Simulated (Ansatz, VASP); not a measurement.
**One calculation of K, two programs**

INCAR

```
PREC = Accurate ; ENCUT = 520
EDIFF = 1E-6 ; ISMEAR = -1
SIGMA = 0.1 ; LREAL = F
LASPH = T ; NELM = 100
ALGO = Normal ; ISIF = 2
LWAVE = F ; LCHARG = F
GGA = PE ; NBANDS = 20
```

Contents of KPOINTS:

```
regular mesh
0
Gamma
  5 5 7
```

File POSCAR:

```
K
1.0
    6.5554477660      0.0000000000      0.0000000000
   -3.2777238830      5.6771842985      0.0000000000
    0.0000000000      0.0000000000      3.8954652531
K
3
Direct
    0.0000000000      0.0000000000      0.0000000000
    0.3333333333      0.6666666667      0.5000000000
    0.6666666667      0.3333333333      0.5000000000
```

Input for Ansatz:

```yaml
crystal:
  lattice:
    - [6.555447766, 0.0, 0.0]
    - [-3.277723883, 5.6771842985, 0.0]
    - [0.0, 0.0, 3.8954652531]
  atoms:
    - { symbol: K, position: [0.0, 0.0, 0.0] }
    - { symbol: K, position: [0.3333333333, 0.6666666667, 0.5] }
    - { symbol: K, position: [0.6666666667, 0.3333333333, 0.5] }
kpoints:
  mp_grid: { grid: [5, 5, 7] }
scf:
  occupations: { method: fermi_dirac, width: 0.1 }
hamiltonian:
  xc: pbe
  pseudopotentials: { kind: all_electron, lapw: { basis_error: 0.001 } }
output:
  forces: true
  stress: true
  eigenvalues: true
  populations: true
```

Change from the starting cell: volume scaled by 0.65, LAPW.

Alike in both runs: task single point; functional PBE; k mesh 5 × 5 × 7; occupations fermi-dirac, width 0.1 eV; no spin polarisation.

|  | VASP | Ansatz |
| --- | --- | --- |
| version | VASP 6.6.1 | Ansatz 0.2.0 |
| potentials or method | VASP PAW PBE potentials, release 64 (K_sv), cutoff 520 eV | all-electron LAPW, scalar-relativistic |

Ansatz gave:

```
pressure (GPa) : 3.4
```

Task: Which values does VASP return?

Result: Pressure (GPa): 3.3.

Ansatz ran all-electron here, and VASP with PAW potentials.
